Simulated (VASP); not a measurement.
# LiCl (P6_3/mmc) in VASP: a series of runs, part 2 of 2

VASP 6.6.1. The steps go on from the part before.

**3. Single point, r2SCAN (19.03 Å³/atom)**

This run uses another cell than the first one, of 19.03 Å³/atom.

Input file POSCAR:

```
LiCl
1.0
    4.1198316518      0.0000000000      0.0000000000
   -2.0599158259      3.5678788698      0.0000000000
    0.0000000000      0.0000000000      5.1796881545
Li Cl
2 2
Direct
    0.3333333333      0.6666666667      0.2500000000
    0.6666666667      0.3333333333      0.7500000000
    0.6666666667      0.3333333333      0.2500000000
    0.3333333333      0.6666666667      0.7500000000
```

Input file INCAR.step1:

```
PREC = Accurate ; ENCUT = 520
ISMEAR = 0 ; SIGMA = 0.01
LREAL = F ; LASPH = T
NELM = 100 ; NBANDS = 18
GGA = PE ; ALGO = Normal
EDIFF = 1E-4 ; LWAVE = T
LCHARG = F
```

Input file INCAR.step2:

```
PREC = Accurate ; ENCUT = 520
EDIFF = 1E-6 ; ISMEAR = 0
SIGMA = 0.01 ; LREAL = F
LASPH = T ; NELM = 100
ALGO = Normal ; ISIF = 2
LWAVE = F ; LCHARG = F
METAGGA = R2SCAN ; LMIXTAU = T
NBANDS = 18 ; ISTART = 1
```

Input file KPOINTS:

```
Automatic mesh
0
Gamma
  6 6 4
```

Potentials or basis: VASP PAW PBE potentials, release 64 (Li_sv, Cl).

Run with:

```console
$ cat potpaw_PBE.64/Li_sv/POTCAR potpaw_PBE.64/Cl/POTCAR > POTCAR
$ cp INCAR.step1 INCAR
$ mpirun -np 1 vasp_std > vasp.out
$ cp INCAR.step2 INCAR
$ mpirun -np 1 vasp_std > vasp.out
```

OUTCAR:

```text
PREC = Accurate
   ENCUT = 520
   EDIFF = 1E-6
   ISMEAR = 0
   LREAL = F
   LASPH = T
   NELM = 100
   ISIF = 2
   METAGGA = R2SCAN
   ISTART = 1

 ion  position               nearest neighbor table
   1  0.333  0.667  0.250-   3 2.38   3 2.38   3 2.38   4 2.59   4 2.59
   2  0.667  0.333  0.750-   4 2.38   4 2.38   4 2.38   3 2.59   3 2.59
   3  0.667  0.333  0.250-   1 2.38   1 2.38   1 2.38   2 2.59   2 2.59
   4  0.333  0.667  0.750-   2 2.38   2 2.38   2 2.38   1 2.59   1 2.59

  LATTYP: Found a hexagonal cell.
 ALAT       =     4.1198316518
 C/A-ratio  =     1.2572572358

  Lattice vectors:

 A1 = (   4.1198316518,   0.0000000000,   0.0000000000)
 A2 = (  -2.0599158259,   3.5678788698,   0.0000000000)
 A3 = (   0.0000000000,   0.0000000000,   5.1796881545)

Analysis of symmetry for initial positions (statically):
=====================================================================
 Subroutine PRICEL returns:
 Original cell was already a primitive cell.

 Routine SETGRP: Setting up the symmetry group for a
 hexagonal supercell.

 Subroutine GETGRP returns: Found 24 space group operations
 (whereof 12 operations were pure point group operations)
 out of a pool of 24 trial point group operations.

The static configuration has the point symmetry D_3d.
 The point group associated with its full space group is D_6h.

Analysis of symmetry for dynamics (positions and initial velocities):
=====================================================================
 Subroutine PRICEL returns:
 Original cell was already a primitive cell.

 Routine SETGRP: Setting up the symmetry group for a
 hexagonal supercell.

 Subroutine GETGRP returns: Found 24 space group operations
 (whereof 12 operations were pure point group operations)
 out of a pool of 24 trial point group operations.

The dynamic configuration has the point symmetry D_3d.
 The point group associated with its full space group is D_6h.

 Subroutine INISYM returns: Found 24 space group operations
 (whereof 12 operations are pure point group operations),
 and found     1 'primitive' translations

----------------------------------------------------------------------------------------

                                     Primitive cell

  volume of cell :      76.1365

  direct lattice vectors                    reciprocal lattice vectors
     4.119831652  0.000000000  0.000000000     0.242728365  0.140139287  0.000000000
    -2.059915826  3.567878870  0.000000000     0.000000000  0.280278573  0.000000000
     0.000000000  0.000000000  5.179688154     0.000000000  0.000000000  0.193061816

  length of vectors
     4.119831652  4.119831652  5.179688154     0.280278573  0.280278573  0.193061816

  position of ions in fractional coordinates (direct lattice)
     0.333333333  0.666666667  0.250000000
     0.666666667  0.333333333  0.750000000
     0.666666667  0.333333333  0.250000000
     0.333333333  0.666666667  0.750000000

  ion indices of the primitive-cell ions
   primitive index   ion index
                 1           1
[... 23 lines left out ...]
     0.000000000  0.000000000  0.000000000

 Subroutine IBZKPT returns following result:
 ===========================================

 Found     21 irreducible k-points:

 Following reciprocal coordinates:
            Coordinates               Weight
  0.000000  0.000000  0.000000      1.000000
  0.166667  0.000000  0.000000      6.000000
  0.333333 -0.000000  0.000000      6.000000
  0.500000 -0.000000  0.000000      3.000000
  0.166667  0.166667  0.000000      6.000000
  0.333333  0.166667  0.000000     12.000000
[... 13 lines left out ...]
  0.333333  0.166667  0.500000     12.000000
  0.333333  0.333333  0.500000      2.000000
   k-points           NKPTS =     21   k-points in BZ     NKDIM =     21   number of bands    NBANDS=     18
   number of dos      NEDOS =    301   number of ions     NIONS =      4
   total plane-waves  NPLWV =  40960
   dimension x,y,z NGX =    32 NGY =   32 NGZ =   40
   dimension x,y,z NGXF=    64 NGYF=   64 NGZF=   80
   ions per type =               2   2
   NGX,Y,Z   is equivalent  to a cutoff of  12.91, 12.91, 12.84 a.u.
   NGXF,Y,Z  is equivalent  to a cutoff of  25.83, 25.83, 25.68 a.u.
 SYSTEM =  unknown system
   PREC   = accura    normal or accurate (medium, high low for compatibility)
   ISTART =      1    job   : 0-new  1-cont  2-samecut
   ICHARG =      0    charge: 1-file 2-atom 10-const
   ISPIN  =      1    spin polarized calculation?
   LNONCOLLINEAR =      F non collinear calculations
   LSORBIT =      F    spin-orbit coupling
   LASPH  =      T    aspherical Exc in radial PAW
   ENCUT  =  520.0 eV  38.22 Ry    6.18 a.u.   7.66  7.66  9.63*2*pi/ulx,y,z
   NELM   =    100;   NELMIN=  2; NELMDL=  0     # of ELM steps
   EDIFF  = 0.1E-05   stopping-criterion for ELM
   LREAL  =      F    real-space projection
   EDIFFG = 0.1E-04   stopping-criterion for IOM
   NSW    =      0    number of steps for IOM
   IBRION =     -1    ionic relax: 0-MD 1-quasi-New 2-CG
   NFREE  =      0    steps in history (QN), initial steepest desc. (CG)
   ISIF   =      2    stress and relaxation
   ISYM   =      2    0-nonsym 1-usesym 2-fastsym
   POTIM  = 0.5000    time-step for ionic-motion
   TEBEG  =    0.0;   TEEND  =   0.0 temperature during run
   PSTRESS=    0.0 pullay stress
   NELECT =      20.0000    total number of electrons
   NUPDOWN=      -1.0000    fix difference up-down
   EMIN   =  10.00;   EMAX   =-10.00  energy-range for DOS
   EFERMI =   0.00;   METHOD = LEGACY
   ISMEAR =     0;   SIGMA  =   0.01  broadening in eV -4-tet -1-fermi 0-gaus
   EFERMI_NEDOS =   21; number of points for ismear=-14 and -15
   IALGO  =     38    algorithm
   IMIX   =      4    mixing-type and parameters
     AMIX     =   0.40;   BMIX     =  1.00
     AMIX_MAG =   1.60;   BMIX_MAG =  1.00
  volume/ion in A,a.u.               =      19.03       128.45
  Fermi-wavevector in a.u.,A,eV,Ry     =   1.048465  1.981311 14.956585  1.099278
  Thomas-Fermi vector in A             =   2.183387
   LORBIT       =      0    0 simple, 1 ext, 2 COOP (PROOUT), +10 PAW based schemes
   METAGGA = R2SCAN    functional components
   LHFCALC =     F    Hartree Fock is set to
   AEXX    =    0.0000 exact exchange contribution
   IVDW    =     0    specifies the selected vdW correction
   LEPSILON=     F    determine dielectric tensor
   LRPA    =     F    only Hartree local field effects (RPA)
 non-spin polarized calculation
 Gauss-broadening in eV      SIGMA  =   0.01
  energy-cutoff  :      520.00
  volume of cell :       76.14
 maximum number of plane-waves:      2065
 NGX is ok and might be reduce to    32
   NGX = 15   NGY = 15   NGZ = 19

 number of electron      20.0000005 magnetization

 Free energy of the ion-electron system (eV)
  ---------------------------------------------------
  ext. energy  EPLUGINS =         0.00000000
  ---------------------------------------------------
  free energy    TOTEN  =       -25.09906411 eV

  energy without entropy =      -25.09906411  energy(sigma->0) =      -25.09906411

 E-fermi :  -0.4200     XC(G=0):  -8.4685

 val. band max:       -0.5242614374   @ k =   0.0000   0.0000   0.0000
 cond. band min:       5.9308096541   @ k =   0.0000   0.0000   0.0000
 fundamental gap:      6.4550710914
 Fermi energy:        -0.4200106639

 k-point     1 :       0.0000    0.0000    0.0000
  band No.  band energies     occupation
      1     -45.3294      2.00000
      2     -45.3251      2.00000
      3     -14.5690      2.00000
      4     -13.7594      2.00000
      5      -3.5028      2.00000
      6      -2.0059      2.00000
[... 418 lines left out ...]
      5      -2.9823      2.00000
      6      -2.9823      2.00000
[... 10 lines left out ...]
     17      12.6353      0.00000
     18      12.6388      0.00000

------------------------ aborting loop because EDIFF is reached ----------------------------------------

  FORCE on cell =-STRESS in cart. coord.  units (eV):
  Direction    XX          YY          ZZ          XY          YZ          ZX
  --------------------------------------------------------------------------------------
  -------------------------------------------------------------------------------------
  Total        0.2481573      0.2481573      0.1636682      0.0000000      0.0000000      0.0000000
  in kB        5.2220904      5.2220904      3.4441479      0.0000000      0.0000000      0.0000000
  external PRESSURE =       4.6294429 kB  Pullay stress =       0.0000000 kB

 VOLUME and BASIS-vectors are now :
 -----------------------------------------------------------------------------
  energy-cutoff  :      520.00
  volume of cell :       76.14
      direct lattice vectors                 reciprocal lattice vectors
     4.119831652  0.000000000  0.000000000     0.242728365  0.140139287  0.000000000
    -2.059915826  3.567878870  0.000000000     0.000000000  0.280278573  0.000000000
     0.000000000  0.000000000  5.179688154     0.000000000  0.000000000  0.193061816

 POSITION                                       TOTAL-FORCE (eV/Angst)
 -----------------------------------------------------------------------------------
     -0.00000      2.37859      1.29492         0.000000      0.000000     -0.000000
      2.05992      1.18929      3.88477        -0.000000      0.000000      0.000000
      2.05992      1.18929      1.29492         0.000000      0.000000      0.000000
     -0.00000      2.37859      3.88477        -0.000000      0.000000      0.000000
 -----------------------------------------------------------------------------------
    total drift:                               -0.000000      0.000000      0.000000

  FREE ENERGIE OF THE ION-ELECTRON SYSTEM (eV)
  ---------------------------------------------------
  free  energy   TOTEN  =       -25.0990641118 eV

  energy  without entropy=      -25.0990641118  energy(sigma->0) =      -25.09906411
```

Wall time 2 min (1 thread of Intel Xeon 8259CL, shared host); peak memory 0.2 GiB.

What came out:

```
Free energy            : -25.0991 eV
Band gap on the k mesh : 6.46 eV
```

Levels at points of the mesh, in eV from the valence-band top:
| k point | band 8 | band 9 | band 10 | band 11 | band 12 | band 13 |
| --- | --- | --- | --- | --- | --- | --- |
| (0.00, 0.00, 0.00) | -0.66 | -0.66 | 0.00 | 6.46 | 8.92 | 9.53 |
| (0.50, 0.00, 0.00) | -1.48 | -1.06 | -0.70 | 7.88 | 9.49 | 9.51 |
| (0.00, 0.00, 0.50) | -1.08 | -1.08 | -1.08 | 8.40 | 8.40 | 9.55 |
| (0.50, 0.00, 0.50) | -1.42 | -0.54 | -0.54 | 7.91 | 7.91 | 10.07 |

Caveat: the cutoff is under 1.25 times the usual one of these potentials, so pressure, stress and relaxed cells hold a basis-set (Pulay) error; the PAW data sets were made with another functional, which shifts forces and pressure a little. A k mesh can miss the band edges.
